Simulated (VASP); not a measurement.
A run of VASP 6.6.1:

POSCAR

```
LiF
1.0
    0.0000000000      1.9721276811      2.0110915263
    1.9721276811      0.0000000000      2.0110915263
    1.9721276811      1.9721276811      0.0000000000
Li F
1 1
Direct
    0.0000000000      0.0000000000      0.0000000000
    0.5000000000      0.5000000000      0.5000000000
```

INCAR.step1

```
SYSTEM = LiF
  PREC = Accurate
  ENCUT = 520
  EDIFF = 1E-5
  ISMEAR = 0
  SIGMA = 0.01
  LREAL = .FALSE.
  LASPH = .TRUE.
  NELM = 100
  ALGO = Normal
  ISIF = 2
  LWAVE = .TRUE.
  NBANDS = 12
  GGA = PE
```

Contents of INCAR.step2:

```
SYSTEM = LiF
  PREC = Accurate
  ENCUT = 520
  EDIFF = 1E-6
  ISMEAR = 0
  SIGMA = 0.01
  LREAL = .FALSE.
  LASPH = .TRUE.
  NELM = 100
  ALGO = Normal
  ISIF = 2
  LWAVE = .FALSE.
  LCHARG = .TRUE.
  GGA = PE
  LHFCALC = .TRUE.
  HFSCREEN = 0.2079
  PRECFOCK = Normal
  LELF = .TRUE.
  LVHAR = .TRUE.
  NBANDS = 12
  ISTART = 1
```

The input KPOINTS:

```
regular mesh
0
G
  8 8 8
  0 0 0
```

Potentials or basis: VASP PAW PBE potentials, release 64 (Li_sv, F).

Run with:

```console
$ cat potpaw_PBE.64/Li_sv/POTCAR potpaw_PBE.64/F/POTCAR > POTCAR
$ cp INCAR.step1 INCAR
$ mpirun -np 1 vasp_std > vasp.out
$ cp INCAR.step2 INCAR
$ mpirun -np 1 vasp_std > vasp.out
```

Hardware: 1 thread of AMD EPYC 7R43 64-Core Processor (Zen 3), on a shared host.

How long does it take, and how much memory?

Wall time 67 min on 1 thread of AMD EPYC 7R43 64-Core Processor (Zen 3), on a shared host, peak memory 0.22 GiB. Counts: k points 59.
